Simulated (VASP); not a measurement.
Runs of VASP 6.6.1 on Si3C2. The structure is that of space group Pm-3m (No. 221), or close to it. The cells are those of the table. The cell was built from a structure type or drawn by symmetry, and may not be a known phase.

| task | cell | k mesh | cutoff (eV) | gap on the mesh (eV) | pressure (GPa) | relaxed volume (Å³/atom) |
| --- | --- | --- | --- | --- | --- | --- |
| single point | a = 3.969 Å, 5 atoms | 10 × 10 × 10 | 520 | none | 0.0 | - |
| relaxation of cell and atoms | relaxed from a = 4.014 Å, 5 atoms | 10 × 10 × 10 | 600 | none | 0.0 | 12.50 |
| single point | a = 4.014 Å, 5 atoms | 4 × 4 × 4 | 520 | none | -0.1 | - |
| relaxation of cell and atoms | relaxed from a = 4.236 Å, 5 atoms | 4 × 4 × 4 | 600 | none | 0.1 | (a) |

Alike in all rows: level PBE; potentials or basis VASP PAW PBE potentials, release 64 (Si, C); no spin polarisation; smearing gaussian 0.1 eV.

Q: Estimate the missing entries.

A: (a) 12.90.

Caveats: some runs use coarse meshes; the volume moved by over 15 % at a fixed basis, so the end points are rough (at least some runs).

A gap of «none» marks levels without a gap at the run's occupations.
